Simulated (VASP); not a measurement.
# TiO2 (I4_1/amd) in VASP: vibrations by perturbation theory with LDA

Aim: the vibrations by perturbation theory of TiO2 with LDA.

Program: VASP 6.6.1. These are calculated values, not measurements. Logs are shortened: lines on timing, memory, paths and dates and some standing lists are left out, and cuts for length are marked.

### Step 1. The cell of the first run

Symmetry: I4_1/amd, No. 141, tetragonal system. Conventional cell: a = 3.739 Å, b = 3.739 Å, c = 9.456 Å, α = 90.00°, β = 90.00°, γ = 90.00°. Ti (site symmetry -4m2) has 6 O at 1.91 to 1.97 Å within 2.5 Å. Within 2.5 Å of O (site symmetry 2mm) lie 3 Ti at 1.91 to 1.97 Å and 2 O at 2.44 Å.

### Step 2. Vibrations by perturbation theory, LDA

INCAR reads:

```
SYSTEM = TiO2
PREC = Accurate
ENCUT = 520
EDIFF = 1E-8
ISMEAR = 0
SIGMA = 0.01
LREAL = .False.
LASPH = .True.
NELM = 60
ALGO = Normal
ISIF = 2
LWAVE = .False.
LCHARG = .True.
GGA = CA
IBRION = 8
NSW = 1
```

KPOINTS reads:

```
regular mesh
0
Gamma
  8 8 8
  0 0 0
```

POSCAR reads:

```
TiO2
1.0
   -1.8696619641      1.8696619641      4.7278393272
    1.8696619641     -1.8696619641      4.7278393272
    1.8696619641      1.8696619641     -4.7278393272
Ti O
2 4
Direct
    0.0000000000      0.0000000000      0.0000000000
    0.7500000000      0.2500000000      0.5000000000
    0.2079758317      0.2079758317      0.0000000000
    0.9579758317      0.4579758317      0.5000000000
    0.5420241683      0.0420241683      0.5000000000
    0.7920241683      0.7920241683      0.0000000000
```

Potentials or basis: VASP PAW LDA potentials, release 64 (Ti_sv, O).

Started as:

```console
> cat potpaw_LDA.64/Ti_sv/POTCAR potpaw_LDA.64/O/POTCAR > POTCAR
> mpirun -np 1 vasp_std > vasp.out
```

OUTCAR:

```text
SYSTEM = TiO2
   PREC = Accurate
   ENCUT = 520
   EDIFF = 1E-8
   ISMEAR = 0
   LREAL = .False.
   LASPH = .True.
   NELM = 60
   ISIF = 2
   GGA = CA
   IBRION = 8
   NSW = 1

 ion  position               nearest neighbor table
   1  0.000  0.000  0.000-   5 1.91   4 1.91   5 1.91   4 1.91   3 1.97   6 1.97
   2  0.750  0.250  0.500-   6 1.91   3 1.91   6 1.91   3 1.91   4 1.97   5 1.97
   3  0.208  0.208  0.000-   2 1.91   2 1.91   1 1.97
   4  0.958  0.458  0.500-   1 1.91   1 1.91   2 1.97
   5  0.542  0.042  0.500-   1 1.91   1 1.91   2 1.97
   6  0.792  0.792  0.000-   2 1.91   2 1.91   1 1.97

  LATTYP: Found a body centered tetragonal cell.
 ALAT       =     3.7393239282
 C/A-ratio  =     2.5287134348

  Lattice vectors:

 A1 = (  -1.8696619641,   1.8696619641,   4.7278393272)
 A2 = (   1.8696619641,  -1.8696619641,   4.7278393272)
 A3 = (   1.8696619641,   1.8696619641,  -4.7278393272)

Analysis of symmetry for initial positions (statically):
=====================================================================
 Subroutine PRICEL returns:
 Original cell was already a primitive cell.

 Routine SETGRP: Setting up the symmetry group for a
 body centered tetragonal supercell.

 Subroutine GETGRP returns: Found 16 space group operations
 (whereof  8 operations were pure point group operations)
 out of a pool of 16 trial point group operations.

The static configuration has the point symmetry D_2d.
 The point group associated with its full space group is D_4h.

Analysis of symmetry for dynamics (positions and initial velocities):
=====================================================================
 Subroutine PRICEL returns:
 Original cell was already a primitive cell.

 Routine SETGRP: Setting up the symmetry group for a
 body centered tetragonal supercell.

 Subroutine GETGRP returns: Found 16 space group operations
 (whereof  8 operations were pure point group operations)
 out of a pool of 16 trial point group operations.

The dynamic configuration has the point symmetry D_2d.
 The point group associated with its full space group is D_4h.

 Subroutine INISYM returns: Found 16 space group operations
 (whereof  8 operations are pure point group operations),
[... 923 lines left out ...]
     1.869661964 -1.869661964  4.727839327     0.267428022  0.000000000  0.105756555
     1.869661964  1.869661964 -4.727839327     0.267428022  0.267428022  0.000000000

 POSITION                                       TOTAL-FORCE (eV/Angst)
 -----------------------------------------------------------------------------------
      0.00000      0.00000      0.00000        -0.000000     -0.000000      0.000000
      0.00000      1.86966      2.36392        -0.000000     -0.000000      0.000000
      0.00000      0.00000      1.96655         0.000000     -0.000000      0.034095
     -0.00000      1.86966      4.33047        -0.000000      0.000000      0.034095
      0.00000      1.86966      0.39737        -0.000000      0.000000     -0.034095
      0.00000      0.00000      7.48913         0.000000     -0.000000     -0.034095
 -----------------------------------------------------------------------------------
    total drift:                                0.000000      0.000000     -0.000000

  FREE ENERGIE OF THE ION-ELECTRON SYSTEM (eV)
  ---------------------------------------------------
  free  energy   TOTEN  =       -58.8349079960 eV

  energy  without entropy=      -58.8349079960  energy(sigma->0) =      -58.83490800

[... ionic steps 2 to 9 ...]

--------------------------------------- Ionic step       10  -------------------------------------------

------------------------ aborting loop because EDIFF is reached ----------------------------------------

--------------------------------------- Ionic step       11  -------------------------------------------

------------------------ aborting loop because EDIFF is reached ----------------------------------------

--------------------------------------- Ionic step       12  -------------------------------------------

 Free energy of the ion-electron system (eV)
  ---------------------------------------------------
  ---------------------------------------------------
  free energy    TOTEN  =        -0.37033059 eV

  energy without entropy =       -0.37033059

------------------------ aborting loop because EDIFF is reached ----------------------------------------

 INTERNAL STRAIN TENSOR  FOR ION    3  DIRECTION 3   (eV/Angst):
 -----------------------------------------------------------------------------
     0.34828  0.00000  0.00000
     0.00000  1.79897  0.00000
     0.00000  0.00000-20.17309

 INTERNAL STRAIN TENSOR FOR ION    6 for displacements in x,y,z  (eV/Angst):
          X           Y           Z          XY          YZ          ZX
  --------------------------------------------------------------------------------
  x     0.00000     0.00000     0.00000     0.00000     0.00000     7.56328
  y     0.00000     0.00000     0.00000     0.00000    -1.39165     0.00000
  z    -1.79897    -0.34828    20.17309     0.00000     0.00000     0.00000

 SECOND DERIVATIVES (NOT SYMMETRIZED)
 ------------------------------------
               1X          1Y          1Z          2X          2Y          2Z          3X          3Y          3Z          4X          4Y          4Z          5X          5Y          5Z          6X          6Y          6Z
  1X    -5.715915    0.000000    0.000000   -0.339221    0.000000    0.000000    0.546549    0.000000    0.000000    4.679405    0.000000    0.000000    0.071780   -0.000000    0.000000    0.757403   -0.000000    0.000000
  1Y     0.000000   -5.715915    0.000000   -0.000000   -0.339221    0.000000    0.000000    0.757403    0.000000    0.000000    0.071780    0.000000    0.000000    4.679405    0.000000   -0.000000    0.546549    0.000000
  1Z     0.000000    0.000000  -17.999603    0.000000    0.000000    8.949335    0.000000    0.000000    2.393745    0.000000    0.000000    2.131389   -0.000000    0.000000    2.131389    0.000000    0.000000    2.393745
  2X    -0.339221    0.000000    0.000000   -5.715915    0.000000    0.000000    0.071780   -0.000000    0.000000    0.757403   -0.000000    0.000000    0.546549    0.000000    0.000000    4.679405    0.000000    0.000000
  2Y    -0.000000   -0.339221    0.000000    0.000000   -5.715915    0.000000    0.000000    4.679405    0.000000   -0.000000    0.546549    0.000000    0.000000    0.757403    0.000000    0.000000    0.071780    0.000000
  2Z     0.000000    0.000000    8.949335    0.000000    0.000000  -17.999603   -0.000000    0.000000    2.131389    0.000000    0.000000    2.393745    0.000000    0.000000    2.393745    0.000000    0.000000    2.131389
  3X     0.526033   -0.000000    0.000000    0.014631    0.000000    0.000000   -3.199714   -0.000000    0.000000    0.632404    0.000000    0.000000   -1.366741    0.000000    0.000000    3.393387   -0.000000    0.000000
  3Y     0.000000    0.728265    0.000000    0.000000    4.700807    0.000000    0.000000  -16.921291    0.000000    0.000000    0.633333    0.000000    0.000000    7.467398    0.000000   -0.000000    3.391490    0.000000
  3Z     0.000000    0.000000    2.431088    0.000000    0.000000    2.089710    0.000000    0.000000  -13.588062    0.000000   -0.000000    3.002016    0.000000    0.000000    2.329707    0.000000    0.000000    3.735543
  4X     4.700807    0.000000    0.000000    0.728265    0.000000    0.000000    0.633333   -0.000000    0.000000  -16.921291    0.000000    0.000000    3.391490    0.000000    0.000000    7.467398   -0.000000    0.000000
  4Y    -0.000000    0.014631    0.000000    0.000000    0.526033    0.000000    0.000000    0.632404    0.000000    0.000000   -3.199714    0.000000    0.000000    3.393387    0.000000   -0.000000   -1.366741    0.000000
  4Z     0.000000    0.000000    2.089710    0.000000    0.000000    2.431088    0.000000    0.000000    3.002016    0.000000    0.000000  -13.588062    0.000000    0.000000    3.735543    0.000000    0.000000    2.329707
  5X     0.014631    0.000000    0.000000    0.526033   -0.000000    0.000000   -1.366741    0.000000    0.000000    3.393387   -0.000000    0.000000   -3.199714   -0.000000    0.000000    0.632404    0.000000    0.000000
  5Y     0.000000    4.700807    0.000000    0.000000    0.728265    0.000000    0.000000    7.467398    0.000000   -0.000000    3.391490    0.000000    0.000000  -16.921291    0.000000    0.000000    0.633333    0.000000
  5Z     0.000000    0.000000    2.089710    0.000000    0.000000    2.431088    0.000000    0.000000    2.329707    0.000000    0.000000    3.735543    0.000000    0.000000  -13.588062    0.000000   -0.000000    3.002016
  6X     0.728265    0.000000    0.000000    4.700807    0.000000    0.000000    3.391490    0.000000    0.000000    7.467398   -0.000000    0.000000    0.633333   -0.000000    0.000000  -16.921291    0.000000    0.000000
  6Y     0.000000    0.526033    0.000000   -0.000000    0.014631    0.000000    0.000000    3.393387    0.000000   -0.000000   -1.366741    0.000000    0.000000    0.632404    0.000000    0.000000   -3.199714    0.000000
  6Z     0.000000    0.000000    2.431088    0.000000    0.000000    2.089710    0.000000    0.000000    3.735543    0.000000    0.000000    2.329707    0.000000    0.000000    3.002016    0.000000    0.000000  -13.588062

 Eigenvectors and eigenvalues of the dynamical matrix
 ----------------------------------------------------

   1 f  =   19.521992 THz   122.660296 2PiTHz  651.183574 cm-1    80.736437 meV
             X         Y         Z           dx          dy          dz
      0.000000  0.000000  0.000000     0.059900    0.035999   -0.000000
      0.000000  1.869662  2.363920    -0.059900   -0.035999    0.000000
      0.000000  0.000000  1.966553    -0.072217    0.359850    0.000000
     -0.000000  1.869662  4.330472    -0.598770    0.043401   -0.000000
      0.000000  1.869662  0.397367     0.072217   -0.359850    0.000000
      0.000000  0.000000  7.489126     0.598770   -0.043401   -0.000000
[... 145 lines left out ...]
  18 f/i=    0.041537 THz     0.260983 2PiTHz    1.385517 cm-1     0.171782 meV
             X         Y         Z           dx          dy          dz
      0.000000  0.000000  0.000000    -0.283425   -0.465746   -0.000000
      0.000000  1.869662  2.363920    -0.283425   -0.465746   -0.000000
      0.000000  0.000000  1.966553    -0.166140   -0.270965   -0.000000
     -0.000000  1.869662  4.330472    -0.164893   -0.273014   -0.000000
      0.000000  1.869662  0.397367    -0.166140   -0.270965   -0.000000
      0.000000  0.000000  7.489126    -0.164893   -0.273014   -0.000000

--------------------------------------------------------------------------------------------------------

 ELASTIC MODULI CONTR FROM IONIC RELAXATION (kBar)
 Direction    XX          YY          ZZ          XY          YZ          ZX
 --------------------------------------------------------------------------------
 XX       -1212.8154   1199.3936    126.0952      0.0000     -0.0000     -0.0000
 YY        1199.3936  -1212.8154    126.0952      0.0000      0.0000      0.0000
 ZZ         126.0952    126.0952  -2369.2911      0.0000      0.0000     -0.0000
 XY           0.0000      0.0000      0.0000      0.0000      0.0000      0.0000
 YZ          -0.0000      0.0000      0.0000      0.0000   -598.0710      0.0000
 ZX          -0.0000      0.0000     -0.0000      0.0000      0.0000   -727.0429
 --------------------------------------------------------------------------------
```

It took 35 min on 1 thread of Intel Xeon 6975P-C (Granite Rapids), shared host; peak memory 0.66 GiB.

Results:

- Highest phonon frequency at Γ, LO-TO splitting left out: 651 cm⁻¹

Phonon frequencies in cm⁻¹ (negative: imaginary):
| q point | frequencies |
| --- | --- |
| (0.000, 0.000, 0.000) | -1 -1 0 160 160 163 163 250 250 358 391 459 459 508 532 553 651 651 |

Caveat: the cell stands under pressure or tension, which shifts response properties.
